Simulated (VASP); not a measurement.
**W (a cell with a defect): single point with PBE+D3(BJ)**

Crystal: W (a cell with a defect).

```
W
1.0
     6.32000    0.00000    0.00000
     0.00000    6.32000    0.00000
     0.00000    0.00000    6.32000
W
15
Direct
  0.03257 0.96785 0.96906
  0.50315 0.00236 0.00389
  0.99716 0.49660 0.00332
  0.99698 0.00198 0.49787
  0.24930 0.24835 0.24982
  0.49561 0.50376 0.00005
  0.49542 0.99849 0.50536
  0.75137 0.24781 0.24924
  0.00028 0.50329 0.50470
  0.25303 0.74606 0.25564
  0.25304 0.25434 0.74752
  0.49511 0.50398 0.50552
  0.75084 0.75000 0.24989
  0.75086 0.24839 0.75145
  0.74568 0.74628 0.74777
```

| Property | Result |
| --- | --- |
| Program | VASP 6.6.1 |
| Task | single point |
| Functional | PBE |
| Dispersion | D3(BJ) |
| Potentials or basis | VASP PAW PBE potentials, release 64 (W_sv) |
| Cutoff | 520 eV |
| k mesh | 3 × 3 × 3 |
| Occupations | gaussian, width 0.1 eV |
| Spin | no spin polarisation |

The pressure is -6.5 GPa. The largest force is 1.837 eV/Å and the band gap on the k mesh is zero (band 105 reaches 10.36 eV, above the bottom of band 106 at 10.23 eV). The dispersion energy per atom is -0.654 eV.

Forces in eV/Å, atoms in the order of the input:
```
W   -1.095  1.039  1.048
W    0.022 -0.117 -0.123
W    0.116 -0.038 -0.095
W    0.125 -0.099 -0.031
W    0.082 -0.070 -0.073
W    0.100 -0.095 -0.111
W    0.106 -0.109 -0.100
W    0.048 -0.038 -0.039
W    0.124 -0.081 -0.081
W    0.012  0.003 -0.220
W    0.011 -0.230  0.004
W    0.020  0.000 -0.007
W    0.074 -0.083 -0.073
W    0.072 -0.068 -0.084
W    0.185 -0.014 -0.015
```

Stress tensor (GPa, compression positive):
```
-6.52  1.10  1.11
 1.10 -6.48 -1.07
 1.11 -1.07 -6.49
```

Levels at points of the mesh, in eV from the Fermi level:
```
           k point  band 102  band 103  band 104  band 105  band 106  band 107  band 108  band 109
(0.00, 0.00, 0.00)     -0.12     -0.06     -0.05     -0.04      0.89      0.90      1.09      1.10
```

It took 11 min on 1 thread of Intel(R) Xeon(R) Platinum 8375C CPU @ 2.90GHz (Ice Lake), on a shared host, peak memory 0.47 GiB.

Caveat: spin-orbit coupling is left out, which moves the levels of the heavy elements.
